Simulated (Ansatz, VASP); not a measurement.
**CdF2: VASP beside Ansatz**

The input INCAR:

```
ALGO = Normal
EDIFF = 1E-6
ENCUT = 520
GGA = PE
ISIF = 2
ISMEAR = 0
LASPH = T
LCHARG = F
LREAL = F
LWAVE = F
NBANDS = 20
NELM = 100
PREC = Accurate
SIGMA = 0.05
```

File KPOINTS:

```
k-points
0
Gamma
  8 8 8
```

POSCAR

```
CdF2
1.0
    0.0000000000      2.7344100000      2.6535900000
    2.7344100000      0.0000000000      2.6535900000
    2.7344100000      2.7344100000      0.0000000000
Cd F
1 2
Direct
    0.0000000000      0.0000000000      0.0000000000
    0.2500000000      0.2500000000      0.2500000000
    0.7500000000      0.7500000000      0.7500000000
```

Input for Ansatz:

```yaml
crystal:
  lattice:
    - [0.0, 2.73441, 2.65359]
    - [2.73441, 0.0, 2.65359]
    - [2.73441, 2.73441, 0.0]
  atoms:
    - { symbol: Cd, position: [0.0, 0.0, 0.0] }
    - { symbol: F, position: [0.25, 0.25, 0.25] }
    - { symbol: F, position: [0.75, 0.75, 0.75] }
basis:
  ecutwfc: 420
kpoints:
  mp_grid: { grid: [8, 8, 8] }
hamiltonian:
  xc: pbe
scf:
  occupations: { method: gaussian, width: 0.05 }
output:
  forces: true
  stress: true
  eigenvalues: true
```

Change from the starting cell: strain +0.015 along x and y, -0.015 along z, atoms carried along.

Alike in both runs: task single point; functional PBE; k mesh 8 × 8 × 8; occupations gaussian, width 0.05 eV; no spin polarisation.

|  | VASP | Ansatz |
| --- | --- | --- |
| version | VASP 6.6.1 | Ansatz 0.2.0 |
| potentials or method | VASP PAW PBE potentials, release 64 (Cd, F), cutoff 520 eV | scalar-relativistic, plane waves, PAW |
| valence electrons in the cell | 26 | 34 |

VASP gave:

| Item | Value |
| --- | --- |
| gap on the k mesh at the Fermi level (eV) | 2.98 |
| least direct gap on the mesh (eV) | 3.50 |
| pressure (GPa) | 4.4 |
| traceless stress, the component that is largest in VASP (GPa) | 2.15 |

Which values does Ansatz return?

gap on the k mesh at the Fermi level (eV): 3.01; least direct gap on the mesh (eV): 3.53; pressure (GPa): 3.8; traceless stress, the component that is largest in VASP (GPa): 2.18.

The functional is the same, so the differences come from potentials, cutoffs and numerics. VASP's potentials hold 26 valence electrons a cell and Ansatz's 34, so a difference there can come from the potentials and not from the codes.
